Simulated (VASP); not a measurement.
# CaTe2As2 (P6_3/mmc) in VASP: further runs

The runs below take CaTe2As2 through single point, with PBE.

Everything below comes from runs of VASP 6.6.1. Logs are shortened: lines on timing, memory, paths and dates and some standing lists are left out, and cuts for length are marked.

### 1 The cell of the first run

Symmetry: P6_3/mmc, No. 194, hexagonal system. The conventional cell has a = 4.290 Å, b = 4.290 Å, c = 18.330 Å, α = 90.00°, β = 90.00°, γ = 120.00°. Te (site symmetry 3m) has 3 As at 2.78 Å and 1 Te at 2.86 Å within 3.7 Å. Within 3.7 Å of As (site symmetry 3m) lie 3 Te at 2.78 Å and 3 Ca at 3.12 Å. Within 4.1 Å of Ca (site symmetry -3m) lie 6 As at 3.12 Å and 6 Te at 4.01 Å.

### 2 Single point, PBE

The input, INCAR:

```
SYSTEM = CaTe2As2
ALGO = Normal ; EDIFF = 1E-6
ENCUT = 500 ; GGA = PE
GGA_COMPAT = .FALSE. ; ISIF = 2
ISMEAR = -1 ; LASPH = .TRUE.
LCHARG = .TRUE. ; LELF = .TRUE.
LREAL = .FALSE. ; LVHAR = .TRUE.
LWAVE = .FALSE. ; NBANDS = 43
NELM = 120 ; PREC = Accurate
SIGMA = 0.1
```

The input, KPOINTS:

```
k-points
0
G
  5 5 1
  0 0 0
```

The input, POSCAR:

```
CaTe2As2
1.0
    4.2895570000      0.0000000000      0.0000000000
   -2.1447780000      3.7148690000      0.0000000000
    0.0000000000      0.0000000000     18.3300430000
Te As Ca
4 4 2
Direct
    0.3333300000      0.6666700000      0.1719800000
    0.6666700000      0.3333300000      0.6719800000
    0.3333300000      0.6666700000      0.3280200000
    0.6666700000      0.3333300000      0.8280200000
    0.3333300000      0.6666700000      0.6036200000
    0.6666700000      0.3333300000      0.1036200000
    0.3333300000      0.6666700000      0.8963800000
    0.6666700000      0.3333300000      0.3963800000
    0.0000000000      0.0000000000      0.0000000000
    0.0000000000      0.0000000000      0.5000000000
```

Potentials or basis: VASP PAW PBE potentials, release 64 (Te, As, Ca_sv).

On the command line:

```bash
cat potpaw_PBE.64/Te/POTCAR potpaw_PBE.64/As/POTCAR potpaw_PBE.64/Ca_sv/POTCAR > POTCAR
mpirun -np 1 vasp_std > vasp.out
```

OUTCAR:

```text
SYSTEM = CaTe2As2
   EDIFF = 1E-6
   ENCUT = 500
   GGA = PE
   ISIF = 2
   ISMEAR = -1
   LASPH = .TRUE.
   LREAL = .FALSE.
   NELM = 120
   PREC = Accurate

 ion  position               nearest neighbor table
   1  0.333  0.667  0.172-   6 2.78   6 2.78   6 2.78   3 2.86
   2  0.667  0.333  0.672-   5 2.78   5 2.78   5 2.78   4 2.86
   3  0.333  0.667  0.328-   8 2.78   8 2.78   8 2.78   1 2.86
   4  0.667  0.333  0.828-   7 2.78   7 2.78   7 2.78   2 2.86
   5  0.333  0.667  0.604-   2 2.78   2 2.78   2 2.78
   6  0.667  0.333  0.104-   1 2.78   1 2.78   1 2.78
   7  0.333  0.667  0.896-   4 2.78   4 2.78   4 2.78
   8  0.667  0.333  0.396-   3 2.78   3 2.78   3 2.78
   9  0.000  0.000  0.000-
  10  0.000  0.000  0.500-

  LATTYP: Found a hexagonal cell.
 ALAT       =     4.2895570000
 C/A-ratio  =     4.2731785590

  Lattice vectors:

 A1 = (   4.2895570000,   0.0000000000,   0.0000000000)
 A2 = (  -2.1447780000,   3.7148690000,   0.0000000000)
 A3 = (   0.0000000000,   0.0000000000,  18.3300430000)

Analysis of symmetry for initial positions (statically):
=====================================================================
 Subroutine PRICEL returns:
 Original cell was already a primitive cell.

 Routine SETGRP: Setting up the symmetry group for a
 hexagonal supercell.

 Subroutine GETGRP returns: Found  8 space group operations
 (whereof  4 operations were pure point group operations)
 out of a pool of 24 trial point group operations.

The static configuration has the point symmetry C_2h.
 The point group associated with its full space group is D_2h.

Analysis of symmetry for dynamics (positions and initial velocities):
=====================================================================
 Subroutine PRICEL returns:
 Original cell was already a primitive cell.

 Routine SETGRP: Setting up the symmetry group for a
 hexagonal supercell.

 Subroutine GETGRP returns: Found  8 space group operations
 (whereof  4 operations were pure point group operations)
 out of a pool of 24 trial point group operations.

The dynamic configuration has the point symmetry C_2h.
 The point group associated with its full space group is D_2h.

 Subroutine INISYM returns: Found  8 space group operations
 (whereof  4 operations are pure point group operations),
 and found     1 'primitive' translations

----------------------------------------------------------------------------------------

                                     Primitive cell

  volume of cell :     292.0918

  direct lattice vectors                    reciprocal lattice vectors
     4.289557000  0.000000000  0.000000000     0.233124306  0.134594217  0.000000000
    -2.144778000  3.714869000  0.000000000     0.000000000  0.269188496  0.000000000
     0.000000000  0.000000000 18.330043000     0.000000000  0.000000000  0.054555246

  length of vectors
     4.289557000  4.289559926 18.330043000     0.269188680  0.269188496  0.054555246

  position of ions in fractional coordinates (direct lattice)
     0.333330000  0.666670000  0.171980000
     0.666670000  0.333330000  0.671980000
     0.333330000  0.666670000  0.328020000
     0.666670000  0.333330000  0.828020000
     0.333330000  0.666670000  0.603620000
     0.666670000  0.333330000  0.103620000
     0.333330000  0.666670000  0.896380000
     0.666670000  0.333330000  0.396380000
     0.000000000  0.000000000  0.000000000
     0.000000000  0.000000000  0.500000000

  ion indices of the primitive-cell ions
   primitive index   ion index
                 1           1
                 2           2
                 3           3
                 4           4
                 5           5
                 6           6
                 7           7
                 8           8
                 9           9
                10          10

----------------------------------------------------------------------------------------

 KPOINTS: k-points

Automatic generation of k-mesh.
 Grid dimensions read from file:
 generate k-points for:    5    5    1

 Generating k-lattice:

  Cartesian coordinates                     Fractional coordinates (reciprocal lattice)
     0.046624861  0.026918843  0.000000000     0.200000000 -0.000000000  0.000000000
     0.000000000  0.053837699  0.000000000     0.000000000  0.200000000  0.000000000
     0.000000000  0.000000000  0.054555246     0.000000000  0.000000000  1.000000000

  Length of vectors
     0.053837736  0.053837699  0.054555246

  Shift w.r.t. Gamma in fractional coordinates (k-lattice)
     0.000000000  0.000000000  0.000000000

 Subroutine IBZKPT returns following result:
 ===========================================

 Found      9 irreducible k-points:

 Following reciprocal coordinates:
            Coordinates               Weight
  0.000000  0.000000  0.000000      1.000000
  0.200000 -0.000000  0.000000      4.000000
 -0.200000  0.200000  0.000000      2.000000
  0.400000  0.000000  0.000000      4.000000
 -0.400000  0.400000  0.000000      2.000000
  0.200000  0.200000  0.000000      2.000000
 -0.200000  0.400000  0.000000      4.000000
  0.400000  0.200000  0.000000      4.000000
  0.400000  0.400000  0.000000      2.000000
   k-points           NKPTS =      9   k-points in BZ     NKDIM =      9   number of bands    NBANDS=     43
   number of dos      NEDOS =    301   number of ions     NIONS =     10
   total plane-waves  NPLWV = 143360
   dimension x,y,z NGX =    32 NGY =   32 NGZ =  140
   dimension x,y,z NGXF=    64 NGYF=   64 NGZF=  280
   ions per type =               4   4   2
   NGX,Y,Z   is equivalent  to a cutoff of  12.40, 12.40, 12.70 a.u.
   NGXF,Y,Z  is equivalent  to a cutoff of  24.80, 24.80, 25.39 a.u.
 SYSTEM =  CaTe2As2
   PREC   = accura    normal or accurate (medium, high low for compatibility)
   ISTART =      0    job   : 0-new  1-cont  2-samecut
   ICHARG =      2    charge: 1-file 2-atom 10-const
   ISPIN  =      1    spin polarized calculation?
   LNONCOLLINEAR =      F non collinear calculations
   LSORBIT =      F    spin-orbit coupling
   LASPH  =      T    aspherical Exc in radial PAW
   ENCUT  =  500.0 eV  36.75 Ry    6.06 a.u.   7.82  7.82 33.42*2*pi/ulx,y,z
   NELM   =    120;   NELMIN=  2; NELMDL= -5     # of ELM steps
   EDIFF  = 0.1E-05   stopping-criterion for ELM
   LREAL  =      F    real-space projection
   EDIFFG = 0.1E-04   stopping-criterion for IOM
   NSW    =      0    number of steps for IOM
   IBRION =     -1    ionic relax: 0-MD 1-quasi-New 2-CG
   NFREE  =      0    steps in history (QN), initial steepest desc. (CG)
   ISIF   =      2    stress and relaxation
   ISYM   =      2    0-nonsym 1-usesym 2-fastsym
   POTIM  = 0.5000    time-step for ionic-motion
   TEBEG  =    0.0;   TEEND  =   0.0 temperature during run
   PSTRESS=    0.0 pullay stress
   NELECT =      64.0000    total number of electrons
   NUPDOWN=      -1.0000    fix difference up-down
   EMIN   =  10.00;   EMAX   =-10.00  energy-range for DOS
   EFERMI =   0.00;   METHOD = LEGACY
   ISMEAR =    -1;   SIGMA  =   0.10  broadening in eV -4-tet -1-fermi 0-gaus
   EFERMI_NEDOS =   21; number of points for ismear=-14 and -15
   IALGO  =     38    algorithm
   IMIX   =      4    mixing-type and parameters
     AMIX     =   0.40;   BMIX     =  1.00
     AMIX_MAG =   1.60;   BMIX_MAG =  1.00
  volume/ion in A,a.u.               =      29.21       197.11
  Fermi-wavevector in a.u.,A,eV,Ry     =   0.986950  1.865064 13.253023  0.974070
  Thomas-Fermi vector in A             =   2.118368
   LORBIT       =      0    0 simple, 1 ext, 2 COOP (PROOUT), +10 PAW based schemes
   GGA     = PE    functional components
   LHFCALC =     F    Hartree Fock is set to
   AEXX    =    0.0000 exact exchange contribution
   IVDW    =     0    specifies the selected vdW correction
   LEPSILON=     F    determine dielectric tensor
   LRPA    =     F    only Hartree local field effects (RPA)
 non-spin polarized calculation
  energy-cutoff  :      500.00
  volume of cell :      292.09
 maximum number of plane-waves:      7432
   NGX = 15   NGY = 15   NGZ = 67

 number of electron      64.0000002 magnetization

 Free energy of the ion-electron system (eV)
  ---------------------------------------------------
  ext. energy  EPLUGINS =         0.00000000
  ---------------------------------------------------
  free energy    TOTEN  =       -33.95622667 eV

  energy without entropy =      -33.61343016  energy(sigma->0) =      -33.78482842

 E-fermi :   5.2836     XC(G=0):  -9.0785

 val. band max:        5.2013736026   @ k =   0.0000   0.0000   0.0000
 cond. band min:       5.3466765999   @ k =   0.2000   0.2000   0.0000
 fundamental gap:      0.1453029973
 Fermi energy:         5.2835878666

 k-point     1 :       0.0000    0.0000    0.0000
  band No.  band energies     occupation
      1     -36.3713      2.00000
      2     -36.3713      2.00000
      3     -17.4244      2.00000
      4     -17.4244      2.00000
      5     -17.3588      2.00000
      6     -17.3588      2.00000
[... 35 lines left out ...]
     42       7.7583      0.00000
     43       7.7692      0.00000

 k-point     2 :       0.2000   -0.0000    0.0000
  band No.  band energies     occupation
      1     -36.3704      2.00000
      2     -36.3704      2.00000
      3     -17.4200      2.00000
      4     -17.4200      2.00000
      5     -17.3767      2.00000
      6     -17.3767      2.00000
[... 35 lines left out ...]
     42       7.7389      0.00000
     43       7.9033      0.00000

 k-point     3 :      -0.2000    0.2000    0.0000
  band No.  band energies     occupation
      1     -36.3704      2.00000
      2     -36.3704      2.00000
      3     -17.4200      2.00000
      4     -17.4200      2.00000
      5     -17.3767      2.00000
      6     -17.3767      2.00000
[... 229 lines left out ...]
      6     -17.4037      2.00000
[... 35 lines left out ...]
     42       8.0437      0.00000
     43       8.6779      0.00000

 k-point     9 :       0.4000    0.4000    0.0000
  band No.  band energies     occupation
      1     -36.3683      2.00000
      2     -36.3683      2.00000
      3     -17.4108      2.00000
      4     -17.4108      2.00000
      5     -17.4037      2.00000
      6     -17.4037      2.00000
[... 35 lines left out ...]
     42       8.0437      0.00000
     43       8.6774      0.00000

------------------------ aborting loop because EDIFF is reached ----------------------------------------

  FORCE on cell =-STRESS in cart. coord.  units (eV):
  Direction    XX          YY          ZZ          XY          YZ          ZX
  --------------------------------------------------------------------------------------
  -------------------------------------------------------------------------------------
  Total        9.3833181      9.3831154      9.0604075     -0.0001904      0.0000000      0.0000000
  in kB       51.4692208     51.4681086     49.6979969     -0.0010443      0.0000000      0.0000000
  external PRESSURE =      50.8784421 kB  Pullay stress =       0.0000000 kB

 VOLUME and BASIS-vectors are now :
 -----------------------------------------------------------------------------
  energy-cutoff  :      500.00
  volume of cell :      292.09
      direct lattice vectors                 reciprocal lattice vectors
     4.289557000  0.000000000  0.000000000     0.233124306  0.134594217  0.000000000
    -2.144778000  3.714869000  0.000000000     0.000000000  0.269188496  0.000000000
     0.000000000  0.000000000 18.330043000     0.000000000  0.000000000  0.054555246

 POSITION                                       TOTAL-FORCE (eV/Angst)
 -----------------------------------------------------------------------------------
     -0.00002      2.47659      3.15240        -0.000144      0.000083     -0.702522
      2.14480      1.23828     12.31742         0.000144     -0.000083     -0.702522
     -0.00002      2.47659      6.01262        -0.000144      0.000083      0.702522
      2.14480      1.23828     15.17764         0.000144     -0.000083      0.702522
     -0.00002      2.47659     11.06438        -0.000112      0.000065     -0.683771
      2.14480      1.23828      1.89936         0.000112     -0.000065     -0.683771
     -0.00002      2.47659     16.43068        -0.000112      0.000065      0.683771
      2.14480      1.23828      7.26566         0.000112     -0.000065      0.683771
      0.00000      0.00000      0.00000         0.000000      0.000000     -0.000000
      0.00000      0.00000      9.16502        -0.000000      0.000000     -0.000000
 -----------------------------------------------------------------------------------
    total drift:                                0.000000     -0.000000      0.000000

  FREE ENERGIE OF THE ION-ELECTRON SYSTEM (eV)
  ---------------------------------------------------
  free  energy   TOTEN  =       -33.9562266716 eV

  energy  without entropy=      -33.6134301594  energy(sigma->0) =      -33.78482842
```

Wall time 5.6 min (1 thread of Intel Xeon 8259CL, shared host); peak memory 0.42 GiB.

Results:

| Property | Result |
| --- | --- |
| Free energy | -33.9562 eV |
| Pressure | 5.1 GPa |
| Largest force | 0.703 eV/Å |
| Band gap on the k mesh | zero (bands 32 and 33 overlap by 0.34 eV) |

Forces in eV/Å, atoms in the order of the input:
```
Te   0.000  0.000 -0.703
Te   0.000  0.000 -0.703
Te   0.000  0.000  0.703
Te   0.000  0.000  0.703
As   0.000  0.000 -0.684
As   0.000  0.000 -0.684
As   0.000  0.000  0.684
As   0.000  0.000  0.684
Ca   0.000  0.000  0.000
Ca   0.000  0.000  0.000
```

Caveat: the cell stands under pressure; spin-orbit coupling is left out, which moves the levels of the heavy elements.

(Part 1 of 2 ends here.)

The gap in the log of VASP goes by the Fermi energy; the results here count the filled bands.